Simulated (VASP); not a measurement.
Write the native input for VASP 6.6.1 that does the following.

```yaml
Task: density of states
Functional: LDA
Potentials_or_basis: VASP PAW LDA potentials, release 64 (La, Ge_d, Rh_pv)
Cutoff: 520 eV
k_mesh: 12 × 12 × 12
Occupations: fermi-dirac, width 0.08 eV
Spin: no spin polarisation
Dipole_correction: no
k_mesh_for_the_DOS: 18 × 18 × 18
Occupations_for_the_DOS: tetrahedron
Further_INCAR_settings: ALGO = Normal; EDIFF = 1e-06; NBANDS = 42
```

Crystal: LaGe2Rh2.

```
La Ge Rh
1.0
    -2.09713    2.09713    5.30359
     2.09713   -2.09713    5.30359
     2.09713    2.09713   -5.30359
La Ge Rh
1 2 2
Cartesian
  0.0000 0.0000 0.0000
  0.0000 0.0000 6.6602
  0.0000 0.0000 3.9470
  0.0000 2.0971 2.6518
  2.0971 0.0000 2.6518
```

The input as run:

POSCAR

```
LaGe2Rh2
1.0
   -2.0971309614      2.0971309614      5.3035912840
    2.0971309614     -2.0971309614      5.3035912840
    2.0971309614      2.0971309614     -5.3035912840
La Ge Rh
1 2 2
Direct
    0.0000000000      0.0000000000      0.0000000000
    0.6278911800      0.6278911800      0.0000000000
    0.3721088200      0.3721088200      0.0000000000
    0.7500000000      0.2500000000      0.5000000000
    0.2500000000      0.7500000000      0.5000000000
```

INCAR.step1

```
SYSTEM = LaGe2Rh2
PREC = Accurate
ENCUT = 520
EDIFF = 1E-6
ISMEAR = -1
SIGMA = 0.08
LREAL = .FALSE.
LASPH = .TRUE.
NELM = 100
ALGO = Normal
ISIF = 2
LWAVE = .FALSE.
LCHARG = .TRUE.
LMAXMIX = 6
NBANDS = 42
```

KPOINTS.step1

```
Automatic mesh
0
G
  12 12 12
  0 0 0
```

INCAR.step2

```
SYSTEM = LaGe2Rh2
PREC = Accurate
ENCUT = 520
EDIFF = 1E-6
ISMEAR = -5
SIGMA = 0.08
LREAL = .FALSE.
LASPH = .TRUE.
NELM = 100
ALGO = Normal
ISIF = 2
LWAVE = .FALSE.
LCHARG = .FALSE.
LMAXMIX = 6
LORBIT = 11
NBANDS = 42
NEDOS = 1001
ICHARG = 11
```

KPOINTS.step2

```
Automatic mesh
0
G
  18 18 18
  0 0 0
```

Potentials or basis: VASP PAW LDA potentials, release 64 (La, Ge_d, Rh_pv).

The run is started by

```console
$ cat potpaw_LDA.64/La/POTCAR potpaw_LDA.64/Ge_d/POTCAR potpaw_LDA.64/Rh_pv/POTCAR > POTCAR
$ cp INCAR.step1 INCAR
$ cp KPOINTS.step1 KPOINTS
$ mpirun -np 1 vasp_std > vasp.out
$ cp INCAR.step2 INCAR
$ cp KPOINTS.step2 KPOINTS
$ mpirun -np 1 vasp_std > vasp.out
```

It gave:

```json
{"Valence electrons inside the program's atomic spheres": "La 8.53; Ge 12.48; Rh 13.87"}
```

Caveat: spin-orbit coupling is left out, which moves the levels of the heavy elements.

Wall time 75 min on 1 thread of Intel(R) Xeon(R) Platinum 8259CL CPU @ 2.50GHz (Skylake/Cascade Lake), with other jobs on the host, peak memory 1.7 GiB.
